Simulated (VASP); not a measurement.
# Ga (Fd-3m) in VASP: notebook

The runs below take Ga through single point, relaxation of cell and atoms, with PBEsol.

Everything below comes from runs of VASP 6.6.1. Logs are shortened: lines on timing, memory, paths and dates and some standing lists are left out, and cuts for length are marked.

## Step 1: The cell of the first run

It takes space group Fd-3m (No. 227, cubic). Conventional cell: a = 4.859 Å, b = 4.859 Å, c = 4.859 Å, α = 90.00°, β = 90.00°, γ = 90.00°. Within 2.8 Å of Ga (site symmetry -43m) lie 4 Ga at 2.10 Å.

## Step 2: Single point, PBEsol

Contents of INCAR:

```
SYSTEM = Ga
PREC = Accurate
ENCUT = 520
EDIFF = 1E-6
ISMEAR = -1
SIGMA = 0.08
LREAL = .FALSE.
LASPH = .TRUE.
NELM = 60
ALGO = Normal
ISIF = 2
LWAVE = .FALSE.
LCHARG = .FALSE.
GGA = PS
NBANDS = 20
```

Contents of KPOINTS:

```
Automatic mesh
0
G
  16 16 16
  0 0 0
```

Contents of POSCAR:

```
Ga
1.0
    0.0000000000      2.4293357295      2.4293357295
    2.4293357295      0.0000000000      2.4293357295
    2.4293357295      2.4293357295      0.0000000000
Ga
2
Direct
   -0.1250000000     -0.1250000000     -0.1250000000
    0.1250000000      0.1250000000      0.1250000000
```

Potentials or basis: VASP PAW PBE potentials, release 64 (Ga_d).

Run with:

```
$ cat potpaw_PBE.64/Ga_d/POTCAR > POTCAR
$ mpirun -np 1 vasp_std > vasp.out
```

OUTCAR:

```text
SYSTEM = Ga
   PREC = Accurate
   ENCUT = 520
   EDIFF = 1E-6
   ISMEAR = -1
   LREAL = .FALSE.
   LASPH = .TRUE.
   NELM = 60
   ISIF = 2
   GGA = PS

 ion  position               nearest neighbor table
   1  0.875  0.875  0.875-   2 2.10   2 2.10   2 2.10   2 2.10
   2  0.125  0.125  0.125-   1 2.10   1 2.10   1 2.10   1 2.10

  LATTYP: Found a face centered cubic cell.
 ALAT       =     4.8586714590

  Lattice vectors:

 A1 = (   0.0000000000,   2.4293357295,   2.4293357295)
 A2 = (   2.4293357295,   0.0000000000,   2.4293357295)
 A3 = (   2.4293357295,   2.4293357295,   0.0000000000)

Analysis of symmetry for initial positions (statically):
=====================================================================
 Subroutine PRICEL returns:
 Original cell was already a primitive cell.

 Routine SETGRP: Setting up the symmetry group for a
 face centered cubic supercell.

 Subroutine GETGRP returns: Found 48 space group operations
 (whereof 12 operations were pure point group operations)
 out of a pool of 48 trial point group operations.

The static configuration has the point symmetry D_3d.
 The point group associated with its full space group is O_h .

Analysis of symmetry for dynamics (positions and initial velocities):
=====================================================================
 Subroutine PRICEL returns:
 Original cell was already a primitive cell.

 Routine SETGRP: Setting up the symmetry group for a
 face centered cubic supercell.

 Subroutine GETGRP returns: Found 48 space group operations
 (whereof 12 operations were pure point group operations)
 out of a pool of 48 trial point group operations.

The dynamic configuration has the point symmetry D_3d.
 The point group associated with its full space group is O_h .

 Subroutine INISYM returns: Found 48 space group operations
 (whereof 12 operations are pure point group operations),
 and found     1 'primitive' translations

----------------------------------------------------------------------------------------

                                     Primitive cell

  volume of cell :      28.6743

  direct lattice vectors                    reciprocal lattice vectors
     0.000000000  2.429335729  2.429335729    -0.205817580  0.205817580  0.205817580
     2.429335729  0.000000000  2.429335729     0.205817580 -0.205817580  0.205817580
     2.429335729  2.429335729  0.000000000     0.205817580  0.205817580 -0.205817580

  length of vectors
     3.435599536  3.435599536  3.435599536     0.356486505  0.356486505  0.356486505

  position of ions in fractional coordinates (direct lattice)
     0.875000000  0.875000000  0.875000000
     0.125000000  0.125000000  0.125000000

  ion indices of the primitive-cell ions
   primitive index   ion index
                 1           1
                 2           2

----------------------------------------------------------------------------------------

 KPOINTS: Automatic mesh

Automatic generation of k-mesh.
 Grid dimensions read from file:
 generate k-points for:   16   16   16

 Generating k-lattice:

  Cartesian coordinates                     Fractional coordinates (reciprocal lattice)
    -0.012863599  0.012863599  0.012863599     0.062500000  0.000000000  0.000000000
     0.012863599 -0.012863599  0.012863599     0.000000000  0.062500000  0.000000000
     0.012863599  0.012863599 -0.012863599     0.000000000  0.000000000  0.062500000

  Length of vectors
     0.022280407  0.022280407  0.022280407

  Shift w.r.t. Gamma in fractional coordinates (k-lattice)
     0.000000000  0.000000000  0.000000000

 Subroutine IBZKPT returns following result:
 ===========================================

 Found    145 irreducible k-points:

 Following reciprocal coordinates:
            Coordinates               Weight
  0.000000  0.000000  0.000000      1.000000
  0.062500  0.000000  0.000000      8.000000
  0.125000  0.000000  0.000000      8.000000
  0.187500  0.000000  0.000000      8.000000
  0.250000  0.000000  0.000000      8.000000
  0.312500  0.000000  0.000000      8.000000
[... 16 lines left out ...]
 -0.125000  0.062500  0.000000     24.000000
 -0.062500  0.062500  0.000000     12.000000
 [... further k-points ...]
   k-points           NKPTS =    145   k-points in BZ     NKDIM =    145   number of bands    NBANDS=     20
   number of dos      NEDOS =    301   number of ions     NIONS =      2
   total plane-waves  NPLWV =  21952
   dimension x,y,z NGX =    28 NGY =   28 NGZ =   28
   dimension x,y,z NGXF=    56 NGYF=   56 NGZF=   56
   ions per type =               2
   NGX,Y,Z   is equivalent  to a cutoff of  13.55, 13.55, 13.55 a.u.
   NGXF,Y,Z  is equivalent  to a cutoff of  27.10, 27.10, 27.10 a.u.
 SYSTEM =  Ga
   PREC   = accura    normal or accurate (medium, high low for compatibility)
   ISTART =      0    job   : 0-new  1-cont  2-samecut
   ICHARG =      2    charge: 1-file 2-atom 10-const
   ISPIN  =      1    spin polarized calculation?
   LNONCOLLINEAR =      F non collinear calculations
   LSORBIT =      F    spin-orbit coupling
   LASPH  =      T    aspherical Exc in radial PAW
   ENCUT  =  520.0 eV  38.22 Ry    6.18 a.u.   6.39  6.39  6.39*2*pi/ulx,y,z
   NELM   =     60;   NELMIN=  2; NELMDL= -5     # of ELM steps
   EDIFF  = 0.1E-05   stopping-criterion for ELM
   LREAL  =      F    real-space projection
   EDIFFG = 0.1E-04   stopping-criterion for IOM
   NSW    =      0    number of steps for IOM
   IBRION =     -1    ionic relax: 0-MD 1-quasi-New 2-CG
   NFREE  =      0    steps in history (QN), initial steepest desc. (CG)
   ISIF   =      2    stress and relaxation
   ISYM   =      2    0-nonsym 1-usesym 2-fastsym
   POTIM  = 0.5000    time-step for ionic-motion
   TEBEG  =    0.0;   TEEND  =   0.0 temperature during run
   PSTRESS=    0.0 pullay stress
   NELECT =      26.0000    total number of electrons
   NUPDOWN=      -1.0000    fix difference up-down
   EMIN   =  10.00;   EMAX   =-10.00  energy-range for DOS
   EFERMI =   0.00;   METHOD = LEGACY
   ISMEAR =    -1;   SIGMA  =   0.08  broadening in eV -4-tet -1-fermi 0-gaus
   EFERMI_NEDOS =   21; number of points for ismear=-14 and -15
   IALGO  =     38    algorithm
   IMIX   =      4    mixing-type and parameters
     AMIX     =   0.40;   BMIX     =  1.00
     AMIX_MAG =   1.60;   BMIX_MAG =  1.00
  volume/ion in A,a.u.               =      14.34        96.75
  Fermi-wavevector in a.u.,A,eV,Ry     =   1.584535  2.994336 34.160829  2.510750
  Thomas-Fermi vector in A             =   2.684138
   LORBIT       =      0    0 simple, 1 ext, 2 COOP (PROOUT), +10 PAW based schemes
   GGA     = PS    functional components
   LHFCALC =     F    Hartree Fock is set to
   AEXX    =    0.0000 exact exchange contribution
   IVDW    =     0    specifies the selected vdW correction
   LEPSILON=     F    determine dielectric tensor
   LRPA    =     F    only Hartree local field effects (RPA)
 non-spin polarized calculation
  energy-cutoff  :      520.00
  volume of cell :       28.67
 maximum number of plane-waves:       787
 NGX is ok and might be reduce to    28
   NGX = 13   NGY = 13   NGZ = 13

 number of electron      25.9999988 magnetization

 Free energy of the ion-electron system (eV)
  ---------------------------------------------------
  ext. energy  EPLUGINS =         0.00000000
  ---------------------------------------------------
  free energy    TOTEN  =        -3.35121746 eV

  energy without entropy =       -3.33594562  energy(sigma->0) =       -3.34358154

 E-fermi :   7.4447     XC(G=0): -12.3395

 val. band max:        7.4378521133   @ k =   0.4375   0.1875   0.0625
 cond. band min:       7.4566150942   @ k =   0.4375   0.2500   0.0000
 fundamental gap:      0.0187629809
 Fermi energy:         7.4447498648

 k-point     1 :       0.0000    0.0000    0.0000
  band No.  band energies     occupation
      1      -8.5317      2.00000
      2      -8.5317      2.00000
      3      -8.5317      2.00000
      4      -8.4474      2.00000
      5      -8.4474      2.00000
      6      -7.4785      2.00000
[... 12 lines left out ...]
     19      18.1634      0.00000
     20      21.7979      0.00000

 k-point     2 :       0.0625    0.0000    0.0000
  band No.  band energies     occupation
      1      -8.5534      2.00000
      2      -8.5534      2.00000
      3      -8.5295      2.00000
      4      -8.4191      2.00000
      5      -8.4191      2.00000
      6      -7.4887      2.00000
[... 12 lines left out ...]
     19      18.6146      0.00000
     20      20.8568      0.00000

 k-point     3 :       0.1250    0.0000    0.0000
  band No.  band energies     occupation
      1      -8.5853      2.00000
      2      -8.5853      2.00000
      3      -8.5232      2.00000
      4      -8.3693      2.00000
      5      -8.3693      2.00000
      6      -7.5172      2.00000
[... 12 lines left out ...]
     19      19.5731      0.00000
     20      19.9893      0.00000

 k-point     4 :       0.1875    0.0000    0.0000
  band No.  band energies     occupation
      1      -8.6084      2.00000
      2      -8.6084      2.00000
      3      -8.5143      2.00000
      4      -8.3223      2.00000
      5      -8.3223      2.00000
      6      -7.5584      2.00000
[... 12 lines left out ...]
     19      19.6247      0.00000
     20      19.6247      0.00000

 k-point     5 :       0.2500    0.0000    0.0000
  band No.  band energies     occupation
      1      -8.6195      2.00000
      2      -8.6195      2.00000
      3      -8.5041      2.00000
      4      -8.2881      2.00000
      5      -8.2881      2.00000
      6      -7.6061      2.00000
[... 12 lines left out ...]
     19      19.9862      0.00000
     20      19.9862      0.00000
[... 353 lines left out ...]
      6      -7.6454      2.00000
[... 12 lines left out ...]
     19      19.4126      0.00000
     20      20.6036      0.00000

 k-point    22 :      -0.1875    0.0625    0.0000
  band No.  band energies     occupation
      1      -8.6429      2.00000
      2      -8.5859      2.00000
      3      -8.5156      2.00000
      4      -8.3269      2.00000
      5      -8.2700      2.00000
      6      -7.6033      2.00000
[... 12 lines left out ...]
     19      18.8870      0.00000
     20      20.5144      0.00000

 k-point    23 :      -0.1250    0.0625    0.0000
  band No.  band energies     occupation
      1      -8.6227      2.00000
      2      -8.5658      2.00000
      3      -8.5302      2.00000
      4      -8.3641      2.00000
      5      -8.3179      2.00000
      6      -7.5611      2.00000
[... 12 lines left out ...]
     19      19.0700      0.00000
     20      20.2131      0.00000

 k-point    24 :      -0.0625    0.0625    0.0000
  band No.  band energies     occupation
      1      -8.5907      2.00000
      2      -8.5455      2.00000
      3      -8.5384      2.00000
      4      -8.4032      2.00000
      5      -8.3718      2.00000
      6      -7.5209      2.00000
[... 12 lines left out ...]
     19      19.2689      0.00000
     20      19.7938      0.00000

 [... further k-points ...]
[... 5 lines left out ...]
  --------------------------------------------------------------------------------------
  -------------------------------------------------------------------------------------
  Total       12.9962297     12.9962297     12.9962297     -0.0000000     -0.0000000     -0.0000000
  in kB      726.1650679    726.1650679    726.1650679     -0.0000000     -0.0000000     -0.0000000
  external PRESSURE =     726.1650679 kB  Pullay stress =       0.0000000 kB

 VOLUME and BASIS-vectors are now :
 -----------------------------------------------------------------------------
  energy-cutoff  :      520.00
  volume of cell :       28.67
      direct lattice vectors                 reciprocal lattice vectors
     0.000000000  2.429335729  2.429335729    -0.205817580  0.205817580  0.205817580
     2.429335729  0.000000000  2.429335729     0.205817580 -0.205817580  0.205817580
     2.429335729  2.429335729  0.000000000     0.205817580  0.205817580 -0.205817580

 POSITION                                       TOTAL-FORCE (eV/Angst)
 -----------------------------------------------------------------------------------
      4.25134      4.25134      4.25134         0.000000      0.000000      0.000000
      0.60733      0.60733      0.60733        -0.000000     -0.000000     -0.000000
 -----------------------------------------------------------------------------------
    total drift:                                0.000000     -0.000000     -0.000000

  FREE ENERGIE OF THE ION-ELECTRON SYSTEM (eV)
  ---------------------------------------------------
  free  energy   TOTEN  =        -3.3512174558 eV

  energy  without entropy=       -3.3359456178  energy(sigma->0) =       -3.34358154
```

Wall time 2.2 min (1 thread of AMD EPYC, shared host); peak memory 0.17 GiB.

Results:

```yaml
Free_energy: -3.3512 eV
Pressure: 72.6 GPa
Band_gap_on_the_k_mesh: zero (band 13 reaches 12.36 eV, above the bottom of band 14 at 4.34 eV)
```

Levels at points of the mesh, in eV from the Fermi level:
```csv
k point,band 9,band 10,band 11,band 12,band 13,band 14,band 15,band 16,band 17,band 18
"(0.00, 0.00, 0.00)",-14.61,-14.61,-13.20,4.92,4.92,4.92,6.68,6.68,6.68,10.06
"(0.50, 0.00, 0.00)",-14.61,-14.61,-8.92,-7.07,2.19,2.19,6.99,7.52,7.52,9.39
"(0.50, 0.50, 0.00)",-14.54,-14.54,-6.74,-6.74,-1.17,-1.17,3.56,3.56,18.58,18.58
```

Caveat: the PAW data sets were made with another functional, which shifts forces and pressure a little.

## Step 3: Relaxation of cell and atoms, PBEsol

This run uses another cell than the first one, of 23.75 Å³/atom, 1.657 times its volume.

Contents of INCAR:

```
SYSTEM = Ga
PREC = Accurate
ENCUT = 600
EDIFF = 1E-6
ISMEAR = -1
SIGMA = 0.08
LREAL = .FALSE.
LASPH = .TRUE.
NELM = 60
ALGO = Normal
ISIF = 3
LWAVE = .FALSE.
LCHARG = .FALSE.
GGA = PS
IBRION = 2
NSW = 60
EDIFFG = -0.005
```

Contents of KPOINTS:

```
Automatic mesh
0
G
  13 13 13
  0 0 0
```

Contents of POSCAR:

```
Ga
1.0
    0.0000000000      2.8744485395      2.8744485395
    2.8744485395      0.0000000000      2.8744485395
    2.8744485395      2.8744485395      0.0000000000
Ga
2
Direct
   -0.1250000000     -0.1250000000     -0.1250000000
    0.1250000000      0.1250000000      0.1250000000
```

Potentials or basis: VASP PAW PBE potentials, release 64 (Ga_d).

Run with:

```
$ cat potpaw_PBE.64/Ga_d/POTCAR > POTCAR
$ mpirun -np 1 vasp_std > vasp.out
```

Run time: 37 s. Hardware: 1 thread of Intel Xeon 6975P-C, shared host; peak memory 0.22 GiB.

Results (log left out):

| Item | Value |
| --- | --- |
| Free energy | -6.0410 eV |
| Relaxed volume | 23.90 Å³/atom |
| Relaxed cell | a = 4.074 Å, b = 4.074 Å, c = 4.074 Å, α = 60.00°, β = 60.00°, γ = 60.00° |
| Space group after relaxing (to 0.05 Å) | Fd-3m (No. 227) |
| Energy gained by relaxing | 0.1 meV/atom |
| Ionic steps | 2 |
| Pressure after relaxing | 0.0 GPa |
| Band gap on the k mesh | zero (band 13 reaches 5.73 eV, above the bottom of band 14 at 1.56 eV) |

Step by step:
| step | energy change (eV) | largest force (eV/Å) | pressure (GPa) | volume (Å³) |
| --- | --- | --- | --- | --- |
| 1 | 0.0000 | 0.0000 | 0.30 | 47.50 |
| 2 | -0.0002 | 0.0000 | -0.03 | 47.80 |

Final structure:
```cif
data_structure
_symmetry_space_group_name_H-M 'P 1'
_symmetry_Int_Tables_number 1
_cell_length_a 4.0737
_cell_length_b 4.0737
_cell_length_c 4.0737
_cell_angle_alpha 60.000
_cell_angle_beta 60.000
_cell_angle_gamma 60.000
_cell_volume 47.80
loop_
_atom_site_label
_atom_site_type_symbol
_atom_site_fract_x
_atom_site_fract_y
_atom_site_fract_z
_atom_site_occupancy
Ga1 Ga 0.87500 0.87500 0.87500 1
Ga2 Ga 0.12500 0.12500 0.12500 1
```

Levels at points of the mesh, in eV from the Fermi level:
```
           k point  band 9  band 10  band 11  band 12  band 13  band 14  band 15  band 16  band 17
(0.00, 0.00, 0.00)  -14.27   -14.27    -9.61     2.93     2.93     2.93     4.04     4.97     4.97
```

Caveat: the PAW data sets were made with another functional, which shifts forces and pressure a little.
